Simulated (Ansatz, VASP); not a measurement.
Os in VASP and in Ansatz

```
Os
1.0
     2.74857    0.00000    0.00000
    -1.37428    2.38033    0.00000
     0.00000    0.00000    4.36231
Os
2
Direct
  0.33333 0.66667 0.75000
  0.66667 0.33333 0.25000
```

Alike in both runs: functional PBE; k mesh 8 × 8 × 6; occupations gaussian, width 0.05 eV; no spin polarisation.

Ansatz relaxed the structure, and its values are those at the end. VASP's run is a single point on that final structure, the one shown.

|  | VASP | Ansatz |
| --- | --- | --- |
| version | VASP 6.6.1 | Ansatz 0.2.0 |
| potentials or method | VASP PAW PBE potentials, release 64 (Os), cutoff 520 eV | scalar-relativistic, plane waves, PAW |
| valence electrons in the cell | 16 | 32 |

```csv
,VASP,Ansatz,Ansatz less VASP
gap on the k mesh at the Fermi level (eV),none,none,-
pressure (GPa),-0.2,0.0,+0.15
```

A gap of «none» marks a metal or a gap that the smearing closes. VASP's potentials hold 16 valence electrons a cell and Ansatz's 32, so a difference there can come from the potentials and not from the codes.

Neither program's run includes spin-orbit coupling.
